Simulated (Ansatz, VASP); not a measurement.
B5Ru3: VASP beside Ansatz

```
CELL_PARAMETERS angstrom
2.92285 0.00000 0.00000
-1.46143 2.53127 0.00000
0.00000 0.00000 10.02764
ATOMIC_POSITIONS crystal
B 0.33333 0.66667 0.64260
B 0.66667 0.33333 0.72026
B 0.33333 0.66667 0.35740
B 0.66667 0.33333 0.27974
B 0.66667 0.33333 0.00000
Ru 0.33333 0.66667 0.14058
Ru 0.33333 0.66667 0.85942
Ru 0.66667 0.33333 0.50000
```

Alike in both runs: functional PBE; k mesh 12 × 12 × 4; occupations gaussian, width 0.1 eV; no spin polarisation.

Ansatz relaxed the structure, and its values are those at the end. VASP's run is a single point on that final structure, the one shown.

|  | VASP | Ansatz |
| --- | --- | --- |
| version | VASP 6.6.1 | Ansatz 0.2.0 |
| potentials or method | VASP PAW PBE potentials, release 64 (B, Ru_pv), cutoff 520 eV | scalar-relativistic, plane waves, PAW |
| valence electrons in the cell | 57 | 63 |

|  | VASP | Ansatz | Ansatz less VASP |
| --- | --- | --- | --- |
| gap on the k mesh at the Fermi level (eV) | none | none | - |
| pressure (GPa) | 0.0 | 0.0 | +0.01 |

A gap of «none» marks a metal or a gap that the smearing closes. With one functional, cell and mesh, what is left measures potentials, basis and numerics. VASP's potentials hold 57 valence electrons a cell and Ansatz's 63, so a difference there can come from the potentials and not from the codes.
